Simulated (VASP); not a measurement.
# SnTe (I4/mmm) in VASP: single point with r2SCAN

Aim: the single point of SnTe with r2SCAN.

All numbers are computed with VASP 6.6.1; they aren't measurements. Logs are shortened: lines on timing, memory, paths and dates and some standing lists are left out, and cuts for length are marked.

### 1 The cell of the first run

Symmetry: I4/mmm, No. 139, tetragonal system. Conventional cell: a = 4.658 Å, b = 4.658 Å, c = 6.362 Å, α = 90.00°, β = 90.00°, γ = 90.00°. Sn (site symmetry 4/mmm) has 6 Te at 3.18 to 3.29 Å within 4.2 Å. Within 4.2 Å of Te (site symmetry 4/mmm) lie 6 Sn at 3.18 to 3.29 Å.

### 2 Single point, r2SCAN (epitaxial xy strain +3.3%)

Input file POSCAR:

```
SnTe
1.0
    0.0000000000      3.2939400582      3.1811413232
    3.2939400582      0.0000000000      3.1811413232
    3.2939400582      3.2939400582      0.0000000000
Sn Te
1 1
Direct
    0.0000000000      0.0000000000      0.0000000000
    0.5000000000      0.5000000000      0.5000000000
```

Input file INCAR.step1:

```
SYSTEM = SnTe
  PREC = Accurate
  ENCUT = 520
  ISMEAR = -1
  SIGMA = 0.02
  LREAL = .False.
  LASPH = .True.
  NELM = 60
  NBANDS = 17
  GGA = PE
  ALGO = Normal
  EDIFF = 1E-4
  LWAVE = .True.
  LCHARG = .False.
```

Input file INCAR.step2:

```
SYSTEM = SnTe
  PREC = Accurate
  ENCUT = 520
  EDIFF = 1E-6
  ISMEAR = -1
  SIGMA = 0.02
  LREAL = .False.
  LASPH = .True.
  NELM = 60
  ALGO = Normal
  ISIF = 2
  LWAVE = .False.
  LCHARG = .False.
  METAGGA = R2SCAN
  LMIXTAU = .True.
  NBANDS = 17
  ISTART = 1
```

Input file KPOINTS:

```
regular mesh
0
Gamma
  8 8 8
  0 0 0
```

Potentials or basis: VASP PAW PBE potentials, release 64 (Sn_d, Te).

The run is started by

```sh
$ cat potpaw_PBE.64/Sn_d/POTCAR potpaw_PBE.64/Te/POTCAR > POTCAR
$ cp INCAR.step1 INCAR
$ mpirun -np 1 vasp_std > vasp.out
$ cp INCAR.step2 INCAR
$ mpirun -np 1 vasp_std > vasp.out
```

OUTCAR:

```text
SYSTEM = SnTe
   PREC = Accurate
   ENCUT = 520
   EDIFF = 1E-6
   ISMEAR = -1
   LREAL = .False.
   LASPH = .True.
   NELM = 60
   ISIF = 2
   METAGGA = R2SCAN
   ISTART = 1

 ion  position               nearest neighbor table
   1  0.000  0.000  0.000-   2 3.18   2 3.18   2 3.29   2 3.29   2 3.29   2 3.29
   2  0.500  0.500  0.500-   1 3.18   1 3.18   1 3.29   1 3.29   1 3.29   1 3.29

  LATTYP: Found a body centered tetragonal cell.
 ALAT       =     4.6583347040
 C/A-ratio  =     1.3657847816

  Lattice vectors:

 A1 = (   0.0000000000,  -3.2939400582,  -3.1811413232)
 A2 = (   0.0000000000,   3.2939400582,  -3.1811413232)
 A3 = (   3.2939400582,   0.0000000000,   3.1811413232)

Analysis of symmetry for initial positions (statically):
=====================================================================
 Subroutine PRICEL returns:
 Original cell was already a primitive cell.

 Routine SETGRP: Setting up the symmetry group for a
 body centered tetragonal supercell.

 Subroutine GETGRP returns: Found 16 space group operations
 (whereof 16 operations were pure point group operations)
 out of a pool of 16 trial point group operations.

The static configuration has the point symmetry D_4h.

Analysis of symmetry for dynamics (positions and initial velocities):
=====================================================================
 Subroutine PRICEL returns:
 Original cell was already a primitive cell.

 Routine SETGRP: Setting up the symmetry group for a
 body centered tetragonal supercell.

 Subroutine GETGRP returns: Found 16 space group operations
 (whereof 16 operations were pure point group operations)
 out of a pool of 16 trial point group operations.

The dynamic configuration has the point symmetry D_4h.

 Subroutine INISYM returns: Found 16 space group operations
 (whereof 16 operations are pure point group operations),
 and found     1 'primitive' translations

----------------------------------------------------------------------------------------

                                     Primitive cell

  volume of cell :      69.0310

  direct lattice vectors                    reciprocal lattice vectors
     0.000000000  3.293940058  3.181141323    -0.151793898  0.151793898  0.157176293
     3.293940058  0.000000000  3.181141323     0.151793898 -0.151793898  0.157176293
     3.293940058  3.293940058  0.000000000     0.151793898  0.151793898 -0.157176293

  length of vectors
[... 74 lines left out ...]
   ISTART =      1    job   : 0-new  1-cont  2-samecut
   ICHARG =      0    charge: 1-file 2-atom 10-const
   ISPIN  =      1    spin polarized calculation?
   LNONCOLLINEAR =      F non collinear calculations
   LSORBIT =      F    spin-orbit coupling
   LASPH  =      T    aspherical Exc in radial PAW
   ENCUT  =  520.0 eV  38.22 Ry    6.18 a.u.   8.51  8.51  8.66*2*pi/ulx,y,z
   NELM   =     60;   NELMIN=  2; NELMDL=  0     # of ELM steps
   EDIFF  = 0.1E-05   stopping-criterion for ELM
   LREAL  =      F    real-space projection
   EDIFFG = 0.1E-04   stopping-criterion for IOM
   NSW    =      0    number of steps for IOM
   IBRION =     -1    ionic relax: 0-MD 1-quasi-New 2-CG
   NFREE  =      0    steps in history (QN), initial steepest desc. (CG)
   ISIF   =      2    stress and relaxation
   ISYM   =      2    0-nonsym 1-usesym 2-fastsym
   POTIM  = 0.5000    time-step for ionic-motion
   TEBEG  =    0.0;   TEEND  =   0.0 temperature during run
   PSTRESS=    0.0 pullay stress
   NELECT =      20.0000    total number of electrons
   NUPDOWN=      -1.0000    fix difference up-down
   EMIN   =  10.00;   EMAX   =-10.00  energy-range for DOS
   EFERMI =   0.00;   METHOD = LEGACY
   ISMEAR =    -1;   SIGMA  =   0.02  broadening in eV -4-tet -1-fermi 0-gaus
   EFERMI_NEDOS =   21; number of points for ismear=-14 and -15
   IALGO  =     38    algorithm
   IMIX   =      4    mixing-type and parameters
     AMIX     =   0.40;   BMIX     =  1.00
     AMIX_MAG =   1.60;   BMIX_MAG =  1.00
  volume/ion in A,a.u.               =      34.52       232.92
  Fermi-wavevector in a.u.,A,eV,Ry     =   1.083270  2.047083 15.966082  1.173474
  Thomas-Fermi vector in A             =   2.219332
   LORBIT       =      0    0 simple, 1 ext, 2 COOP (PROOUT), +10 PAW based schemes
   METAGGA = R2SCAN    functional components
   LHFCALC =     F    Hartree Fock is set to
   AEXX    =    0.0000 exact exchange contribution
   IVDW    =     0    specifies the selected vdW correction
   LEPSILON=     F    determine dielectric tensor
   LRPA    =     F    only Hartree local field effects (RPA)
 non-spin polarized calculation
  energy-cutoff  :      520.00
  volume of cell :       69.03
 maximum number of plane-waves:      1883
 NGX is ok and might be reduce to    36
   NGX = 17   NGY = 17   NGZ = 17

 number of electron      19.9999994 magnetization

 Free energy of the ion-electron system (eV)
  ---------------------------------------------------
  ext. energy  EPLUGINS =         0.00000000
  ---------------------------------------------------
  free energy    TOTEN  =       -50.63521393 eV

  energy without entropy =      -50.63520531  energy(sigma->0) =      -50.63520962

 E-fermi :   5.8213     XC(G=0):  -9.5983

 val. band max:        5.6960468643   @ k =   0.5000  -0.0000   0.0000
 cond. band min:       5.9466392479   @ k =   0.5000  -0.0000   0.0000
 fundamental gap:      0.2505923836
 Fermi energy:         5.8213430185

 k-point     1 :       0.0000    0.0000    0.0000
  band No.  band energies     occupation
      1     -16.9265      2.00000
      2     -16.9222      2.00000
      3     -16.9103      2.00000
      4     -16.9085      2.00000
      5     -16.9085      2.00000
      6      -6.9560      2.00000
[... 457 lines left out ...]
      4     -16.9073      2.00000
      5     -16.9045      2.00000
      6      -6.1498      2.00000
[... 9 lines left out ...]
     16      13.9486      0.00000
     17      15.5948      0.00000

 [... further k-points ...]
[... 5 lines left out ...]
  --------------------------------------------------------------------------------------
  -------------------------------------------------------------------------------------
  Total       -1.4986520     -1.4986520     -0.0153005      0.0000000      0.0000000      0.0000000
  in kB      -34.7830008    -34.7830008     -0.3551182      0.0000000      0.0000000      0.0000000
  external PRESSURE =     -23.3070400 kB  Pullay stress =       0.0000000 kB

 VOLUME and BASIS-vectors are now :
 -----------------------------------------------------------------------------
  energy-cutoff  :      520.00
  volume of cell :       69.03
      direct lattice vectors                 reciprocal lattice vectors
     0.000000000  3.293940058  3.181141323    -0.151793898  0.151793898  0.157176293
     3.293940058  0.000000000  3.181141323     0.151793898 -0.151793898  0.157176293
     3.293940058  3.293940058  0.000000000     0.151793898  0.151793898 -0.157176293

 POSITION                                       TOTAL-FORCE (eV/Angst)
 -----------------------------------------------------------------------------------
      0.00000      0.00000      0.00000         0.000000     -0.000000     -0.000000
      3.29394      3.29394      3.18114         0.000000      0.000000      0.000000
 -----------------------------------------------------------------------------------
    total drift:                               -0.000000      0.000000      0.000000

  FREE ENERGIE OF THE ION-ELECTRON SYSTEM (eV)
  ---------------------------------------------------
  free  energy   TOTEN  =       -50.6352139272 eV

  energy  without entropy=      -50.6352053060  energy(sigma->0) =      -50.63520962
```

It used 370 s of CPU time on 1 thread of AMD EPYC 7R13 Processor (Zen 3) (shared host).

Results:

* Free energy: -50.6352 eV
* Pressure: -2.3 GPa
* Band gap on the k mesh: 0.25 eV, direct

Caveat: the cell differs from its parent crystal (epitaxial xy strain +3.3%); the PAW data sets were made with another functional, which shifts forces and pressure a little; spin-orbit coupling is left out, which moves the levels of the heavy elements.
